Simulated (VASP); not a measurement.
# C (Fd-3m) in VASP: notebook

The runs below take C through single point, with PBE-based screened hybrid with 75 % exact exchange, PBE-based screened hybrid with 30 % exact exchange, PBE-based screened hybrid with 15 % exact exchange, PBE-based screened hybrid with 40 % exact exchange.

All numbers are computed with VASP 6.6.1; they aren't measurements. Logs are shortened: lines on timing, memory, paths and dates and some standing lists are left out, and cuts for length are marked.

## (1) The cell of the first run

It takes space group Fd-3m (No. 227, cubic). Conventional cell: a = 3.560 Å, b = 3.560 Å, c = 3.560 Å, α = 90.00°, β = 90.00°, γ = 90.00°. C (site symmetry -43m) has 4 C at 1.54 Å within 2.1 Å.

## (2) Single point, PBE-based screened hybrid with 75 % exact exchange

POSCAR reads:

```
C
1.0
    0.0000000000      1.7801241426      1.7801241426
    1.7801241426      0.0000000000      1.7801241426
    1.7801241426      1.7801241426      0.0000000000
C
2
Direct
    0.0000000000      0.0000000000      0.0000000000
    0.2500000000      0.2500000000      0.2500000000
```

INCAR.step1 reads:

```
PREC = Accurate
ENCUT = 520
EDIFF = 1E-5
ISMEAR = 0
SIGMA = 0.01
LREAL = False
LASPH = True
NELM = 60
ALGO = Normal
ISIF = 2
LWAVE = True
GGA = PE
NBANDS = 11
```

INCAR.step2 reads:

```
PREC = Accurate
ENCUT = 520
EDIFF = 1E-7
ISMEAR = 0
SIGMA = 0.01
LREAL = False
LASPH = True
NELM = 60
ALGO = Normal
ISIF = 2
LWAVE = False
LCHARG = True
GGA = PE
LHFCALC = True
AEXX = 0.75
HFSCREEN = 0.5
PRECFOCK = Normal
LELF = True
LVHAR = True
ISTART = 1
NBANDS = 11
```

KPOINTS reads:

```
Automatic mesh
0
Gamma
  6 6 6
```

Potentials or basis: VASP PAW PBE potentials, release 64 (C).

The run is started by

```bash
cat potpaw_PBE.64/C/POTCAR > POTCAR
cp INCAR.step1 INCAR
mpirun -np 1 vasp_std > vasp.out
cp INCAR.step2 INCAR
mpirun -np 1 vasp_std > vasp.out
```

OUTCAR:

```text
PREC = Accurate
   ENCUT = 520
   EDIFF = 1E-7
   ISMEAR = 0
   LREAL = False
   LASPH = True
   NELM = 60
   ISIF = 2
   GGA = PE
   LHFCALC = True
   AEXX = 0.75
   HFSCREEN = 0.5
   PRECFOCK = Normal
   ISTART = 1

 ion  position               nearest neighbor table
   1  0.000  0.000  0.000-   2 1.54   2 1.54   2 1.54   2 1.54
   2  0.250  0.250  0.250-   1 1.54   1 1.54   1 1.54   1 1.54

  LATTYP: Found a face centered cubic cell.
 ALAT       =     3.5602482852

  Lattice vectors:

 A1 = (   0.0000000000,   1.7801241426,   1.7801241426)
 A2 = (   1.7801241426,   0.0000000000,   1.7801241426)
 A3 = (   1.7801241426,   1.7801241426,   0.0000000000)

Analysis of symmetry for initial positions (statically):
=====================================================================
 Subroutine PRICEL returns:
 Original cell was already a primitive cell.

 Routine SETGRP: Setting up the symmetry group for a
 face centered cubic supercell.

 Subroutine GETGRP returns: Found 48 space group operations
 (whereof 24 operations were pure point group operations)
 out of a pool of 48 trial point group operations.

The static configuration has the point symmetry T_d .
 The point group associated with its full space group is O_h .

Analysis of symmetry for dynamics (positions and initial velocities):
=====================================================================
 Subroutine PRICEL returns:
 Original cell was already a primitive cell.

 Routine SETGRP: Setting up the symmetry group for a
 face centered cubic supercell.

 Subroutine GETGRP returns: Found 48 space group operations
 (whereof 24 operations were pure point group operations)
 out of a pool of 48 trial point group operations.

The dynamic configuration has the point symmetry T_d .
 The point group associated with its full space group is O_h .

 Subroutine INISYM returns: Found 48 space group operations
 (whereof 24 operations are pure point group operations),
 and found     1 'primitive' translations

----------------------------------------------------------------------------------------

                                     Primitive cell

  volume of cell :      11.2819

  direct lattice vectors                    reciprocal lattice vectors
     0.000000000  1.780124143  1.780124143    -0.280879287  0.280879287  0.280879287
     1.780124143  0.000000000  1.780124143     0.280879287 -0.280879287  0.280879287
     1.780124143  1.780124143  0.000000000     0.280879287  0.280879287 -0.280879287

  length of vectors
     2.517475705  2.517475705  2.517475705     0.486497196  0.486497196  0.486497196

  position of ions in fractional coordinates (direct lattice)
     0.000000000  0.000000000  0.000000000
     0.250000000  0.250000000  0.250000000

  ion indices of the primitive-cell ions
   primitive index   ion index
                 1           1
                 2           2

----------------------------------------------------------------------------------------

 KPOINTS: Automatic mesh

Automatic generation of k-mesh.
 Grid dimensions read from file:
 generate k-points for:    6    6    6

 Generating k-lattice:

  Cartesian coordinates                     Fractional coordinates (reciprocal lattice)
    -0.046813215  0.046813215  0.046813215     0.166666667  0.000000000  0.000000000
     0.046813215 -0.046813215  0.046813215     0.000000000  0.166666667  0.000000000
     0.046813215  0.046813215 -0.046813215     0.000000000  0.000000000  0.166666667

  Length of vectors
     0.081082866  0.081082866  0.081082866

  Shift w.r.t. Gamma in fractional coordinates (k-lattice)
     0.000000000  0.000000000  0.000000000

 Subroutine IBZKPT returns following result:
 ===========================================

 Found     16 irreducible k-points:

 Following reciprocal coordinates:
            Coordinates               Weight
  0.000000  0.000000  0.000000      1.000000
  0.166667  0.000000  0.000000      8.000000
  0.333333  0.000000  0.000000      8.000000
  0.500000  0.000000  0.000000      4.000000
  0.166667  0.166667  0.000000      6.000000
  0.333333  0.166667  0.000000     24.000000
[... 8 lines left out ...]
 -0.333333  0.333333  0.166667     24.000000
 -0.333333  0.500000  0.166667     12.000000
   k-points           NKPTS =     16   k-points in BZ     NKDIM =    216   number of bands    NBANDS=     11
   number of dos      NEDOS =    301   number of ions     NIONS =      2
   total plane-waves  NPLWV =   8000
   dimension x,y,z NGX =    20 NGY =   20 NGZ =   20
   dimension x,y,z NGXF=    40 NGYF=   40 NGZF=   40
   ions per type =               2
   NGX,Y,Z   is equivalent  to a cutoff of  13.21, 13.21, 13.21 a.u.
   NGXF,Y,Z  is equivalent  to a cutoff of  26.41, 26.41, 26.41 a.u.
 SYSTEM =  unknown system
   PREC   = accura    normal or accurate (medium, high low for compatibility)
   ISTART =      1    job   : 0-new  1-cont  2-samecut
   ICHARG =      0    charge: 1-file 2-atom 10-const
   ISPIN  =      1    spin polarized calculation?
   LNONCOLLINEAR =      F non collinear calculations
   LSORBIT =      F    spin-orbit coupling
   LASPH  =      T    aspherical Exc in radial PAW
   ENCUT  =  520.0 eV  38.22 Ry    6.18 a.u.   4.68  4.68  4.68*2*pi/ulx,y,z
   NELM   =     60;   NELMIN=  2; NELMDL=  0     # of ELM steps
   EDIFF  = 0.1E-06   stopping-criterion for ELM
   LREAL  =      F    real-space projection
   EDIFFG = 0.1E-05   stopping-criterion for IOM
   NSW    =      0    number of steps for IOM
   IBRION =     -1    ionic relax: 0-MD 1-quasi-New 2-CG
   NFREE  =      0    steps in history (QN), initial steepest desc. (CG)
   ISIF   =      2    stress and relaxation
   ISYM   =      3    0-nonsym 1-usesym 2-fastsym
   POTIM  = 0.5000    time-step for ionic-motion
   TEBEG  =    0.0;   TEEND  =   0.0 temperature during run
   PSTRESS=    0.0 pullay stress
   NELECT =       8.0000    total number of electrons
   NUPDOWN=      -1.0000    fix difference up-down
   EMIN   =  10.00;   EMAX   =-10.00  energy-range for DOS
   EFERMI =   0.00;   METHOD = LEGACY
   ISMEAR =     0;   SIGMA  =   0.01  broadening in eV -4-tet -1-fermi 0-gaus
   EFERMI_NEDOS =   21; number of points for ismear=-14 and -15
   IALGO  =     38    algorithm
   IMIX   =      1    mixing-type and parameters
     AMIX     =   0.40;   BMIX     =  1.00
     AMIX_MAG =   1.60;   BMIX_MAG =  1.00
  volume/ion in A,a.u.               =       5.64        38.07
  Fermi-wavevector in a.u.,A,eV,Ry     =   1.459860  2.758735 28.996616  2.131191
  Thomas-Fermi vector in A             =   2.576377
   LORBIT       =      0    0 simple, 1 ext, 2 COOP (PROOUT), +10 PAW based schemes
   GGA     = PE    functional components
   LHFCALC =     T    Hartree Fock is set to
   PRECFOCK=normal    Normal, Fast or Accurate (Low or Medium for compatibility)
   ENCUT4O =  -1.0   cutoff for four orbital integrals eV
   NKREDX  =     1    reduce k-point grid by
   NKREDY  =     1    reduce k-point grid by
   NKREDZ  =     1    reduce k-point grid by
   AEXX    =    0.7500 exact exchange contribution
   HFSCREEN=    0.5000 screening length (either q_TF or 0.3 A-1)
   HFSCREENC=   0.5000 screening length for correlation (either q_TF or 0.3 A-1)
   ENCUTFOCK=  -1.0 apply spherical cutoff to Coloumb kernel
   IVDW    =     0    specifies the selected vdW correction
   LEPSILON=     F    determine dielectric tensor
   LRPA    =     F    only Hartree local field effects (RPA)
 non-spin polarized calculation
 Gauss-broadening in eV      SIGMA  =   0.01
  energy-cutoff  :      520.00
  volume of cell :       11.28
 maximum number of plane-waves:       310
  NGX = 16; NGY = 16; NGZ = 16

 number of electron       7.9999999 magnetization

 Free energy of the ion-electron system (eV)
  ---------------------------------------------------
  ext. energy  EPLUGINS =         0.00000000
  ---------------------------------------------------
  free energy    TOTEN  =       -23.36140726 eV

  energy without entropy =      -23.36140726  energy(sigma->0) =      -23.36140726

 E-fermi :   8.8778     XC(G=0):  -7.3195

 val. band max:        8.7958755279   @ k =   0.0000   0.0000   0.0000
 cond. band min:      14.7870382134   @ k =   0.3333   0.3333   0.0000
 fundamental gap:      5.9911626855
 Fermi energy:         8.8778137331

 k-point     1 :       0.0000    0.0000    0.0000
  band No.  band energies     occupation
      1     -17.7467      2.00000
      2       8.7959      2.00000
      3       8.7959      2.00000
      4       8.7959      2.00000
      5      16.8764      0.00000
      6      16.8764      0.00000
      7      16.8764      0.00000
      8      25.8919      0.00000
      9      30.9394      0.00000
     10      38.6057      0.00000
     11      38.6057      0.00000

 k-point     2 :       0.1667    0.0000    0.0000
  band No.  band energies     occupation
      1     -16.8000      2.00000
      2       4.3634      2.00000
      3       7.6360      2.00000
      4       7.6360      2.00000
      5      18.4204      0.00000
      6      18.4204      0.00000
      7      18.7529      0.00000
      8      26.6528      0.00000
      9      32.2893      0.00000
     10      34.5347      0.00000
     11      34.5347      0.00000

 k-point     3 :       0.3333    0.0000    0.0000
  band No.  band energies     occupation
      1     -14.0330      2.00000
      2      -2.5294      2.00000
      3       6.0749      2.00000
      4       6.0749      2.00000
      5      19.9177      0.00000
      6      19.9177      0.00000
      7      19.9601      0.00000
      8      27.8998      0.00000
      9      33.3083      0.00000
     10      35.2691      0.00000
     11      35.2691      0.00000
[... 155 lines left out ...]
 k-point    15 :      -0.3333    0.3333    0.1667
  band No.  band energies     occupation
      1      -8.5678      2.00000
      2      -5.4608      2.00000
      3      -0.5811      2.00000
      4       1.8204      2.00000
      5      20.0383      0.00000
      6      21.7582      0.00000
      7      26.5019      0.00000
      8      26.7665      0.00000
      9      30.2523      0.00000
     10      37.1261      0.00000
     11      40.0970      0.00000

 k-point    16 :      -0.3333    0.5000    0.1667
  band No.  band energies     occupation
      1      -6.3894      2.00000
      2      -6.3894      2.00000
      3      -0.4221      2.00000
      4      -0.4221      2.00000
      5      19.3778      0.00000
      6      19.3778      0.00000
      7      27.4181      0.00000
      8      27.4181      0.00000
      9      35.0362      0.00000
     10      35.0362      0.00000
     11      43.5168      0.00000

------------------------ aborting loop because EDIFF is reached ----------------------------------------

  FORCE on cell =-STRESS in cart. coord.  units (eV):
  Direction    XX          YY          ZZ          XY          YZ          ZX
  --------------------------------------------------------------------------------------
  -------------------------------------------------------------------------------------
  Total       -1.2697200     -1.2697200     -1.2697200     -0.0000000     -0.0000000      0.0000000
  in kB     -180.3174169   -180.3174169   -180.3174169     -0.0000000     -0.0000000      0.0000000
  external PRESSURE =    -180.3174169 kB  Pullay stress =       0.0000000 kB

 VOLUME and BASIS-vectors are now :
 -----------------------------------------------------------------------------
  energy-cutoff  :      520.00
  volume of cell :       11.28
      direct lattice vectors                 reciprocal lattice vectors
     0.000000000  1.780124143  1.780124143    -0.280879287  0.280879287  0.280879287
     1.780124143  0.000000000  1.780124143     0.280879287 -0.280879287  0.280879287
     1.780124143  1.780124143  0.000000000     0.280879287  0.280879287 -0.280879287

 POSITION                                       TOTAL-FORCE (eV/Angst)
 -----------------------------------------------------------------------------------
      0.00000      0.00000      0.00000         0.000000      0.000000      0.000000
      0.89006      0.89006      0.89006        -0.000000     -0.000000     -0.000000
 -----------------------------------------------------------------------------------
    total drift:                                0.000000      0.000000      0.000000

  FREE ENERGIE OF THE ION-ELECTRON SYSTEM (eV)
  ---------------------------------------------------
  free  energy   TOTEN  =       -23.3614072629 eV

  energy  without entropy=      -23.3614072629  energy(sigma->0) =      -23.36140726
```

Run time: 3.1 min. Hardware: 1 thread of AMD EPYC 9R45 (Zen 5), shared host; peak memory 0.18 GiB.

What came out:

* Free energy: -23.3614 eV
* Pressure: -18.0 GPa
* Band gap on the k mesh: 5.99 eV (least direct gap 8.08 eV)

Levels at points of the mesh, in eV from the valence-band top:
```tsv
k point	band 1	band 2	band 3	band 4	band 5	band 6	band 7	band 8	band 9
(0.00, 0.00, 0.00)	-26.54	0.00	0.00	0.00	8.08	8.08	8.08	17.10	22.14
(0.50, 0.00, 0.00)	-19.59	-16.11	-3.32	-3.32	11.24	11.24	11.44	19.29	25.94
(0.50, 0.50, 0.00)	-15.78	-15.78	-7.52	-7.52	6.53	6.53	21.76	21.76	28.04
```

Caveat: the k points lie up to 0.51 Å⁻¹ apart; the PAW data sets were made with another functional, which shifts forces and pressure a little.

## (3) Single point, PBE-based screened hybrid with 30 % exact exchange

POSCAR is that of step 2.

INCAR.step1 reads:

```
SYSTEM = C
PREC = Accurate ; ENCUT = 520
EDIFF = 1E-5 ; ISMEAR = 0
SIGMA = 0.01 ; LREAL = .FALSE.
LASPH = .TRUE. ; NELM = 60
ALGO = Normal ; ISIF = 2
LWAVE = .TRUE. ; LCHARG = .FALSE.
NBANDS = 11 ; GGA = PE
```

INCAR.step2 reads:

```
SYSTEM = C
PREC = Accurate ; ENCUT = 520
EDIFF = 1E-6 ; ISMEAR = 0
SIGMA = 0.01 ; LREAL = .FALSE.
LASPH = .TRUE. ; NELM = 60
ALGO = Normal ; ISIF = 2
LWAVE = .FALSE. ; LCHARG = .FALSE.
GGA = PE ; LHFCALC = .TRUE.
AEXX = 0.3 ; HFSCREEN = 0.5
PRECFOCK = Normal ; NBANDS = 11
ISTART = 1
```

KPOINTS reads:

```
regular mesh
0
G
  6 6 6
  0 0 0
```

Potentials or basis: VASP PAW PBE potentials, release 64 (C).

The run is started by

```bash
cat potpaw_PBE.64/C/POTCAR > POTCAR
cp INCAR.step1 INCAR
mpirun -np 1 vasp_std > vasp.out
cp INCAR.step2 INCAR
mpirun -np 1 vasp_std > vasp.out
```

It took 2.2 min on 1 thread of AMD EPYC 9R45 (Zen 5), shared host; peak memory 0.18 GiB.

Results (log left out):

```
Free energy            : -20.2049 eV
Pressure               : -4.6 GPa
Band gap on the k mesh : 4.87 eV (least direct gap 6.57 eV)
```

Levels at points of the mesh, in eV from the valence-band top:
```
           k point  band 1  band 2  band 3  band 4  band 5  band 6  band 7  band 8  band 9
(0.00, 0.00, 0.00)  -23.57    0.00    0.00    0.00    6.57    6.57    6.57   14.90   20.46
(0.50, 0.00, 0.00)  -17.30  -14.52   -3.02   -3.02    9.57    9.57    9.92   17.19   23.54
(0.50, 0.50, 0.00)  -14.01  -14.01   -6.82   -6.82    5.46    5.46   18.82   18.82   25.19
```

Caveat: the k points lie up to 0.51 Å⁻¹ apart; the PAW data sets were made with another functional, which shifts forces and pressure a little. A k mesh can miss the band edges.

(Continued in part 2 of 2.)
